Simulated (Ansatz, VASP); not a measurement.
## Co: VASP beside Ansatz

```
Co
1.0
     2.47240    0.00000    0.00000
    -1.23620    2.14116    0.00000
     0.00000    0.00000    8.03262
Co
4
Direct
  0.33333 0.66667 0.12500
  0.66667 0.33333 0.37500
  0.33333 0.66667 0.62500
  0.66667 0.33333 0.87500
```

Alike in both runs: task single point; functional r2SCAN; k mesh 16 × 16 × 6; occupations gaussian, width 0.05 eV; collinear spin.

```csv
,VASP,Ansatz
version,VASP 6.6.1,Ansatz 0.2.0
potentials or method,"VASP PAW PBE potentials, release 64 (Co), cutoff 520 eV","scalar-relativistic, plane waves, PAW"
valence electrons in the cell,36,68
```

VASP gave:

| Item | Value |
| --- | --- |
| gap on the k mesh at the Fermi level (eV) | none |
| pressure (GPa) | 1.2 |
| traceless stress, the component that is largest in VASP (GPa) | 2.43 |
| rms of the force components (eV/Å) | 0.685 |
| net moment per atom (μB) | 0.00 |
| size of the moment on the site where the two differ most (μB) | 1.78 |

Task: What did Ansatz give for the same quantities?

Result: gap on the k mesh at the Fermi level (eV): none; pressure (GPa): 1.3; traceless stress, the component that is largest in VASP (GPa): 2.31; rms of the force components (eV/Å): 0.690; net moment per atom (μB): 0.00; size of the moment on the site where the two differ most (μB): 1.83.

VASP's potentials were made for PBE, not for r2SCAN. Site moments also hang on the region over which each program counts them. Atom by atom the forces differ by 0.005 eV/Å (rms over components). A gap of «none» marks a metal or a gap that the smearing closes. VASP's potentials hold 36 valence electrons a cell and Ansatz's 68, so a difference there can come from the potentials and not from the codes. Ansatz's warnings: stability check not made.
